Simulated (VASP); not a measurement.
LiBi:

```
CELL_PARAMETERS angstrom
4.35000 0.00000 0.00000
-2.17500 3.76721 0.00000
0.00000 0.00000 7.10355
ATOMIC_POSITIONS crystal
Li 0.33333 0.66667 0.00000
Li 0.66667 0.33333 0.50000
Bi 0.33333 0.66667 0.37500
Bi 0.66667 0.33333 0.87500
```

```yaml
Program: VASP 6.6.1
Task: relaxation of cell and atoms
Functional: LDA
Potentials_or_basis: VASP PAW LDA potentials, release 64 (Li_sv, Bi_d)
Cutoff: 600 eV
k_mesh: 7 × 7 × 4
Occupations: gaussian, width 0.05 eV
Spin: no spin polarisation
```

At the start: pressure -0.7 GPa; volume 29.10 Å³/atom.

Q: How do energy, volume and symmetry change on relaxing?

A: Over 26 steps the energy falls by 379.8 meV/atom and the volume is 26.28 Å³/atom (-9.7 %); space group P6_3mc (No. 186, to 0.1 Å) before, P6_3/mmc (No. 194, to 0.1 Å).

The path:
| step | energy change (eV) | largest force (eV/Å) | pressure (GPa) | volume (Å³) |
| --- | --- | --- | --- | --- |
| 1 | 0.0000 | 0.1060 | -0.74 | 116.41 |
| 2 | -0.0314 | 0.2366 | -0.39 | 114.15 |
| 3 | -0.1080 | 0.7367 | 1.00 | 107.37 |
| 4 | -0.0134 | 2.2419 | 6.14 | 93.88 |
| 5 | -0.1214 | 1.0862 | 2.05 | 103.53 |
| 6 | -0.1235 | 1.3020 | 2.78 | 101.27 |
| 7 | -0.1281 | 1.3221 | 2.84 | 101.05 |
| 8 | -0.1412 | 1.3858 | 3.06 | 100.40 |
| 9 | -0.1664 | 1.5277 | 3.49 | 99.08 |
| 10 | -0.2052 | 1.8249 | 4.52 | 96.42 |
| 11 | -0.1742 | 2.4998 | 7.61 | 91.01 |
| 12 | -0.2068 | 2.1431 | 5.93 | 93.75 |
| 13 | -0.2593 | 2.1657 | 6.16 | 93.20 |
| 14 | -0.3939 | 2.2396 | 6.91 | 91.49 |
| 15 | -0.5311 | 2.3046 | 9.18 | 87.86 |
| 16 | -0.7651 | 1.8660 | 8.03 | 88.93 |
| 17 | -1.2260 | 0.7922 | 5.53 | 92.17 |
| 18 | -1.1356 | 1.3841 | 3.58 | 98.80 |
| 19 | -1.3608 | 0.0681 | 4.26 | 94.93 |
| 20 | -1.4220 | 0.0307 | 3.27 | 96.55 |
| 21 | -1.4936 | 0.2035 | 1.31 | 100.62 |
| 22 | -1.4966 | 0.2292 | 0.97 | 101.54 |
| 23 | -1.4967 | 0.2349 | 0.90 | 101.76 |
| 24 | -1.5044 | 0.1926 | 0.71 | 102.40 |
| 25 | -1.5179 | 0.0672 | 0.15 | 104.33 |
| 26 | -1.5193 | 0.0149 | -0.04 | 105.13 |

Final structure:
```
Li Bi
1.0
     4.77090    0.00000    0.00000
    -2.38545    4.13172    0.00000
     0.00000    0.00000    5.33334
Li Bi
2 2
Direct
  0.33333 0.66667 0.93781
  0.66667 0.33333 0.43781
  0.33333 0.66667 0.43719
  0.66667 0.33333 0.93719
```

Caveat: the cutoff is under 1.25 times the usual one of these potentials, so pressure, stress and relaxed cells hold a basis-set (Pulay) error; a cell axis changed by over 15 % at a fixed basis, so the end point is rough.
